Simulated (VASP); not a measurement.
A run of VASP 6.6.1 is set up as follows.

File INCAR:

```
ALGO = Normal
EDIFF = 1E-6
ENCUT = 520
GGA = PS
ISIF = 2
ISMEAR = 0
LASPH = T
LCHARG = F
LREAL = F
LWAVE = F
NBANDS = 20
NELM = 100
PREC = Accurate
SIGMA = 0.05
```

KPOINTS

```
k-points
0
Gamma
  12 12 2
```

Contents of POSCAR:

```
Al2O3
1.0
    2.9564330737      0.0000000000      0.0000000000
   -1.4782165317      2.5603461470      0.0000000000
    0.0000000000      0.0000000000      8.8868573087
Al O
2 3
Direct
    0.0000000000      0.0000000000      0.1499923300
    0.0000000000      0.0000000000      0.8500076700
    0.3333333333      0.6666666667      0.2223169200
    0.6666666667      0.3333333333      0.0000000000
    0.3333333333      0.6666666667      0.7776830800
```

Potentials or basis: VASP PAW PBE potentials, release 64 (Al, O).

Command:

```console
$ cat potpaw_PBE.64/Al/POTCAR potpaw_PBE.64/O/POTCAR > POTCAR
$ mpirun -np 1 vasp_std > vasp.out
```

(1) What does it give for the band gap on the k mesh?

(2) What does it give for the pressure?

Results:

(1) 4.01 eV, indirect (least direct gap 4.25 eV).

(2) -6.0 GPa.

Caveat: the PAW data sets were made with another functional, which shifts forces and pressure a little.
